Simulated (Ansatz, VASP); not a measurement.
# SrO: VASP beside Ansatz

```
CELL_PARAMETERS angstrom
3.57130 0.00000 0.00000
0.00000 3.57130 0.00000
0.00000 0.00000 5.31365
ATOMIC_POSITIONS crystal
Sr 0.00000 0.00000 0.00000
Sr 0.50000 0.50000 0.50000
O 0.50000 0.50000 0.00000
O 0.00000 0.00000 0.50000
```

Alike in both runs: task single point; functional PBE; k mesh 6 × 6 × 4; occupations gaussian, width 0.1 eV; no spin polarisation.

```csv
,VASP,Ansatz
version,VASP 6.6.1,Ansatz 0.2.0
potentials or method,"VASP PAW PBE potentials, release 64 (Sr_sv, O), cutoff 600 eV","scalar-relativistic, plane waves, PAW"
valence electrons in the cell,32,32
```

|  | VASP | Ansatz | Ansatz less VASP |
| --- | --- | --- | --- |
| gap on the k mesh at the Fermi level (eV) | 3.16 | 3.21 | +0.050 |
| least direct gap on the mesh (eV) | 3.22 | 3.26 | +0.038 |
| pressure (GPa) | 4.1 | 3.6 | -0.51 |

With one functional, cell and mesh, what is left measures potentials, basis and numerics.
